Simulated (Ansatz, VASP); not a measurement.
**One calculation of SnO, two programs**

INCAR

```
ALGO = Normal
EDIFF = 1E-6
ENCUT = 520
GGA = PE
ISIF = 2
ISMEAR = 0
LASPH = T
LCHARG = T
LELF = T
LREAL = F
LVHAR = T
LWAVE = F
NBANDS = 28
NELM = 80
PREC = Accurate
SIGMA = 0.05
```

KPOINTS

```
k-points
0
Gamma
  10 10 8
```

The input POSCAR:

```
SnO
1.0
    3.8681707514      0.0000000000      0.0000000000
    0.0000000000      3.8681707514      0.0000000000
    0.0000000000      0.0000000000      5.0672768981
Sn O
2 2
Direct
    0.0000000000      0.5000000000      0.2287361932
    0.5000000000      0.0000000000      0.7712638068
   -0.0517040257      0.0000000000     -0.0394689306
    0.5000000000      0.5000000000      0.0000000000
```

Input for Ansatz:

```yaml
crystal:
  lattice:
    - [3.8681707514, 0.0, 0.0]
    - [0.0, 3.8681707514, 0.0]
    - [0.0, 0.0, 5.0672768981]
  atoms:
    - { symbol: Sn, position: [0.0, 0.5, 0.2287361932] }
    - { symbol: Sn, position: [0.5, 0.0, 0.7712638068] }
    - { symbol: O, position: [-0.0517040257, 0.0, -0.0394689306] }
    - { symbol: O, position: [0.5, 0.5, 0.0] }
basis:
  ecutwfc: 420
kpoints:
  mp_grid: { grid: [10, 10, 8] }
hamiltonian:
  xc: pbe
scf:
  occupations: { method: gaussian, width: 0.05 }
output:
  forces: true
  stress: true
  eigenvalues: true
  write_density: true
  write_potential: true
  elf: true
  volumetric_format: npy
```

Alike in both runs: task single point; functional PBE; k mesh 10 × 10 × 8; occupations gaussian, width 0.05 eV; no spin polarisation.

```csv
,VASP,Ansatz
version,VASP 6.6.1,Ansatz 0.2.0
potentials or method,"VASP PAW PBE potentials, release 64 (Sn_d, O), cutoff 520 eV","scalar-relativistic, plane waves, PAW"
valence electrons in the cell,40,40
```

Ansatz gave:

* gap on the k mesh at the Fermi level (eV): 0.42
* least direct gap on the mesh (eV): 1.77
* pressure (GPa): 2.2
* traceless stress, the component that is largest in VASP (GPa): 4.41
* rms of the force components (eV/Å): 1.118

**Question.** Which values does VASP return?

**Answer.** gap on the k mesh at the Fermi level (eV): 0.43; least direct gap on the mesh (eV): 1.76; pressure (GPa): 2.4; traceless stress, the component that is largest in VASP (GPa): 4.52; rms of the force components (eV/Å): 1.138.

Atom by atom the forces differ by 0.035 eV/Å (rms over components). The functional is the same, so the differences come from potentials, cutoffs and numerics.
